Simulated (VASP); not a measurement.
# Cd (R-3m) in VASP: a series of runs, part 2 of 3

VASP 6.6.1. The steps go on from the part before.

**3. Single point, LDA (shortest bond scaled by 0.64)**

File INCAR:

```
SYSTEM = Cd
  ALGO = Normal
  EDIFF = 1E-6
  ENCUT = 520
  ISIF = 2
  ISMEAR = -1
  LASPH = .TRUE.
  LCHARG = .TRUE.
  LELF = .TRUE.
  LREAL = .FALSE.
  LVHAR = .TRUE.
  LWAVE = .FALSE.
  NBANDS = 19
  NELM = 80
  PREC = Accurate
  SIGMA = 0.05
```

File KPOINTS:

```
k-points
0
G
  9 9 9
  0 0 0
```

File POSCAR:

```
Cd
1.0
    0.0000000000      3.0681618156      3.0681618156
    3.0681618156      0.0000000000      3.0681618156
    3.0681618156      3.0681618156      0.0000000000
Cd
2
Direct
   -0.2600000000     -0.0800000000     -0.0800000000
    0.2600000000      0.0800000000      0.0800000000
```

Potentials or basis: VASP PAW LDA potentials, release 64 (Cd).

Command:

```
$ cat potpaw_LDA.64/Cd/POTCAR > POTCAR
$ mpirun -np 1 vasp_std > vasp.out
```

OUTCAR:

```text
SYSTEM = Cd
   EDIFF = 1E-6
   ENCUT = 520
   ISIF = 2
   ISMEAR = -1
   LASPH = .TRUE.
   LREAL = .FALSE.
   NELM = 80
   PREC = Accurate

 ion  position               nearest neighbor table
   1  0.740  0.920  0.920-   2 1.70   2 3.11   2 3.11   2 3.11
   2  0.260  0.080  0.080-   1 1.70   1 3.11   1 3.11   1 3.11

 -----------------------------------------------------------------------------
|                                                                             |
|           W    W    AA    RRRRR   N    N  II  N    N   GGGG   !!!           |
|           W    W   A  A   R    R  NN   N  II  NN   N  G    G  !!!           |
|           W    W  A    A  R    R  N N  N  II  N N  N  G       !!!           |
|           W WW W  AAAAAA  RRRRR   N  N N  II  N  N N  G  GGG   !            |
|           WW  WW  A    A  R   R   N   NN  II  N   NN  G    G                |
|           W    W  A    A  R    R  N    N  II  N    N   GGGG   !!!           |
|                                                                             |
|     The distance between some ions is very small. Please check the          |
|     nearest-neighbor list in the OUTCAR file.                               |
|     I HOPE YOU KNOW WHAT YOU ARE DOING!                                     |
|                                                                             |
 -----------------------------------------------------------------------------

  LATTYP: Found a face centered cubic cell.
 ALAT       =     6.1363236312

  Lattice vectors:

 A1 = (   0.0000000000,   3.0681618156,   3.0681618156)
 A2 = (   3.0681618156,   0.0000000000,   3.0681618156)
 A3 = (   3.0681618156,   3.0681618156,   0.0000000000)

Analysis of symmetry for initial positions (statically):
=====================================================================
 Subroutine PRICEL returns:
 Original cell was already a primitive cell.

 Routine SETGRP: Setting up the symmetry group for a
 face centered cubic supercell.

 Subroutine GETGRP returns: Found 12 space group operations
 (whereof  4 operations were pure point group operations)
 out of a pool of 48 trial point group operations.

The static configuration has the point symmetry C_2h.
 The point group associated with its full space group is D_3d.

Analysis of symmetry for dynamics (positions and initial velocities):
=====================================================================
 Subroutine PRICEL returns:
 Original cell was already a primitive cell.

 Routine SETGRP: Setting up the symmetry group for a
 face centered cubic supercell.

 Subroutine GETGRP returns: Found 12 space group operations
 (whereof  4 operations were pure point group operations)
 out of a pool of 48 trial point group operations.

The dynamic configuration has the point symmetry C_2h.
 The point group associated with its full space group is D_3d.

 Subroutine INISYM returns: Found 12 space group operations
 (whereof  4 operations are pure point group operations),
 and found     1 'primitive' translations

----------------------------------------------------------------------------------------

                                     Primitive cell

  volume of cell :      57.7650

  direct lattice vectors                    reciprocal lattice vectors
     0.000000000  3.068161816  3.068161816    -0.162964025  0.162964025  0.162964025
[... 43 lines left out ...]
  0.000000  0.000000  0.000000      1.000000
  0.111111  0.000000  0.000000      2.000000
  0.000000  0.111111  0.000000      6.000000
  0.222222  0.000000  0.000000      2.000000
  0.000000  0.222222  0.000000      6.000000
  0.333333  0.000000  0.000000      2.000000
[... 16 lines left out ...]
 -0.333333  0.111111  0.000000      6.000000
  0.000000 -0.333333  0.111111     12.000000
 [... further k-points ...]
   k-points           NKPTS =     85   k-points in BZ     NKDIM =     85   number of bands    NBANDS=     19
   number of dos      NEDOS =    301   number of ions     NIONS =      2
   total plane-waves  NPLWV =  32768
   dimension x,y,z NGX =    32 NGY =   32 NGZ =   32
   dimension x,y,z NGXF=    64 NGYF=   64 NGZF=   64
   ions per type =               2
   NGX,Y,Z   is equivalent  to a cutoff of  12.26, 12.26, 12.26 a.u.
   NGXF,Y,Z  is equivalent  to a cutoff of  24.52, 24.52, 24.52 a.u.
 SYSTEM =  Cd
   PREC   = accura    normal or accurate (medium, high low for compatibility)
   ISTART =      0    job   : 0-new  1-cont  2-samecut
   ICHARG =      2    charge: 1-file 2-atom 10-const
   ISPIN  =      1    spin polarized calculation?
   LNONCOLLINEAR =      F non collinear calculations
   LSORBIT =      F    spin-orbit coupling
   LASPH  =      T    aspherical Exc in radial PAW
   ENCUT  =  520.0 eV  38.22 Ry    6.18 a.u.   8.07  8.07  8.07*2*pi/ulx,y,z
   NELM   =     80;   NELMIN=  2; NELMDL= -5     # of ELM steps
   EDIFF  = 0.1E-05   stopping-criterion for ELM
   LREAL  =      F    real-space projection
   EDIFFG = 0.1E-04   stopping-criterion for IOM
   NSW    =      0    number of steps for IOM
   IBRION =     -1    ionic relax: 0-MD 1-quasi-New 2-CG
   NFREE  =      0    steps in history (QN), initial steepest desc. (CG)
   ISIF   =      2    stress and relaxation
   ISYM   =      2    0-nonsym 1-usesym 2-fastsym
   POTIM  = 0.5000    time-step for ionic-motion
   TEBEG  =    0.0;   TEEND  =   0.0 temperature during run
   PSTRESS=    0.0 pullay stress
   NELECT =      24.0000    total number of electrons
   NUPDOWN=      -1.0000    fix difference up-down
   EMIN   =  10.00;   EMAX   =-10.00  energy-range for DOS
   EFERMI =   0.00;   METHOD = LEGACY
   ISMEAR =    -1;   SIGMA  =   0.05  broadening in eV -4-tet -1-fermi 0-gaus
   EFERMI_NEDOS =   21; number of points for ismear=-14 and -15
   IALGO  =     38    algorithm
   IMIX   =      4    mixing-type and parameters
     AMIX     =   0.40;   BMIX     =  1.00
     AMIX_MAG =   1.60;   BMIX_MAG =  1.00
  volume/ion in A,a.u.               =      28.88       194.91
  Fermi-wavevector in a.u.,A,eV,Ry     =   1.221585  2.308461 20.303561  1.492270
  Thomas-Fermi vector in A             =   2.356762
   LORBIT       =      0    0 simple, 1 ext, 2 COOP (PROOUT), +10 PAW based schemes
   GGA     = CA    functional components
   LHFCALC =     F    Hartree Fock is set to
   AEXX    =    0.0000 exact exchange contribution
   IVDW    =     0    specifies the selected vdW correction
   LEPSILON=     F    determine dielectric tensor
   LRPA    =     F    only Hartree local field effects (RPA)
 non-spin polarized calculation
  energy-cutoff  :      520.00
  volume of cell :       57.77
 maximum number of plane-waves:      1580
   NGX = 17   NGY = 17   NGZ = 17

 number of electron      24.0000005 magnetization

 Free energy of the ion-electron system (eV)
  ---------------------------------------------------
  ext. energy  EPLUGINS =         0.00000000
  ---------------------------------------------------
  free energy    TOTEN  =        11.16977815 eV

  energy without entropy =       11.17468420  energy(sigma->0) =       11.17223118

 E-fermi :   0.9723     XC(G=0):  -9.5319

 val. band max:        0.9017821951   @ k =   0.1111   0.4444   0.3333
 cond. band min:       0.9832908093   @ k =  -0.4444   0.3333   0.0000
 fundamental gap:      0.0815086141
 Fermi energy:         0.9722996825

 k-point     1 :       0.0000    0.0000    0.0000
  band No.  band energies     occupation
      1     -13.2422      2.00000
      2     -12.4097      2.00000
      3     -12.4097      2.00000
      4      -9.4335      2.00000
      5      -9.4335      2.00000
      6      -7.9560      2.00000
[... 505 lines left out ...]
      6      -8.0406      2.00000
[... 11 lines left out ...]
     18      10.6758      0.00000
     19      11.6069      0.00000

 [... further k-points ...]

------------------------ aborting loop because EDIFF is reached ----------------------------------------

  FORCE on cell =-STRESS in cart. coord.  units (eV):
  Direction    XX          YY          ZZ          XY          YZ          ZX
  --------------------------------------------------------------------------------------
  -------------------------------------------------------------------------------------
  Total       29.1186275     29.1186275     29.1186275    -31.0412920     31.0412920    -31.0412920
  in kB      807.6379275    807.6379275    807.6379275   -860.9651932    860.9651932   -860.9651932
  external PRESSURE =     807.6379275 kB  Pullay stress =       0.0000000 kB

 VOLUME and BASIS-vectors are now :
 -----------------------------------------------------------------------------
  energy-cutoff  :      520.00
  volume of cell :       57.77
      direct lattice vectors                 reciprocal lattice vectors
     0.000000000  3.068161816  3.068161816    -0.162964025  0.162964025  0.162964025
     3.068161816  0.000000000  3.068161816     0.162964025 -0.162964025  0.162964025
     3.068161816  3.068161816  0.000000000     0.162964025  0.162964025 -0.162964025

 POSITION                                       TOTAL-FORCE (eV/Angst)
 -----------------------------------------------------------------------------------
      5.64542      5.09315      5.09315       -31.607500     31.607500     31.607500
      0.49091      1.04318      1.04318        31.607500    -31.607500    -31.607500
 -----------------------------------------------------------------------------------
    total drift:                                0.000000      0.000000      0.000000

  FREE ENERGIE OF THE ION-ELECTRON SYSTEM (eV)
  ---------------------------------------------------
  free  energy   TOTEN  =        11.1697781497 eV

  energy  without entropy=       11.1746842026  energy(sigma->0) =       11.17223118
```

OSZICAR:

```text
N       E                     dE             d eps       ncg     rms          rms(c)
DAV:   1     0.186373660405E+03    0.18637E+03   -0.12777E+04  3238   0.121E+03
DAV:   2     0.157117301497E+02   -0.17066E+03   -0.16626E+03  3362   0.332E+02
DAV:   3     0.109157701608E+02   -0.47960E+01   -0.47877E+01  3705   0.618E+01
DAV:   4     0.109030169276E+02   -0.12753E-01   -0.12753E-01  3521   0.313E+00
DAV:   5     0.109029453757E+02   -0.71552E-04   -0.71551E-04  3542   0.204E-01    0.385E+01
DAV:   6     0.110755236684E+02    0.17258E+00   -0.35884E-02  3552   0.132E+00    0.234E+01
DAV:   7     0.111696330272E+02    0.94109E-01   -0.61748E-02  3486   0.190E+00    0.399E-01
DAV:   8     0.111697812124E+02    0.14819E-03   -0.16092E-03  3482   0.362E-01    0.135E-01
DAV:   9     0.111697802211E+02   -0.99134E-06   -0.13782E-04  3529   0.688E-02    0.379E-02
DAV:  10     0.111697789162E+02   -0.13049E-05   -0.48685E-06  3521   0.158E-02    0.155E-02
DAV:  11     0.111697781497E+02   -0.76648E-06   -0.10315E-06  2386   0.630E-03
   1 F= 0.11169778E+02 E0= 0.11172231E+02  d E =-.490605E-02
```

stdout:

```text
POSCAR found type information on POSCAR Cd
 POSCAR found :  1 types and       2 ions
 scaLAPACK will be used
 LDA part: xc-table for (Slater(with rela. corr.)+CA(PZ))
 , standard interpolation
 -----------------------------------------------------------------------------
|                                                                             |
|           W    W    AA    RRRRR   N    N  II  N    N   GGGG   !!!           |
|           W    W   A  A   R    R  NN   N  II  NN   N  G    G  !!!           |
|           W    W  A    A  R    R  N N  N  II  N N  N  G       !!!           |
|           W WW W  AAAAAA  RRRRR   N  N N  II  N  N N  G  GGG   !            |
|           WW  WW  A    A  R   R   N   NN  II  N   NN  G    G                |
|           W    W  A    A  R    R  N    N  II  N    N   GGGG   !!!           |
|                                                                             |
|     The distance between some ions is very small. Please check the          |
|     nearest-neighbor list in the OUTCAR file.                               |
|     I HOPE YOU KNOW WHAT YOU ARE DOING!                                     |
|                                                                             |
 -----------------------------------------------------------------------------

 POSCAR, INCAR and KPOINTS ok, starting setup
 FFT: planning ... GRIDC
 FFT: planning ... GRID_SOFT
 FFT: planning ... GRID
 WAVECAR not read
 entering main loop
```

Run time: 53 s. Hardware: 1 thread of Intel Xeon 8259CL, shared host; peak memory 0.2 GiB.

What came out:

```
Free energy            : 11.1698 eV
Pressure               : 80.8 GPa
Largest force          : 54.746 eV/Å
Band gap on the k mesh : zero (bands 12 and 13 overlap by 5.22 eV)
```

Forces on the atoms (eV/Å):
```
Cd  -31.608  31.608  31.608
Cd   31.608 -31.608 -31.608
```

Caveat: the cell differs from its parent crystal (shortest bond scaled by 0.64); atoms lie so close that the PAW spheres overlap strongly, which falsifies energies and pressures; the cell stands under pressure; forces of over 1 eV/Å act on the atoms, so gaps and moduli don't describe the material at rest.

[end of part 2 of 3]

The gap in the log of VASP goes by the Fermi energy; the results here count the filled bands.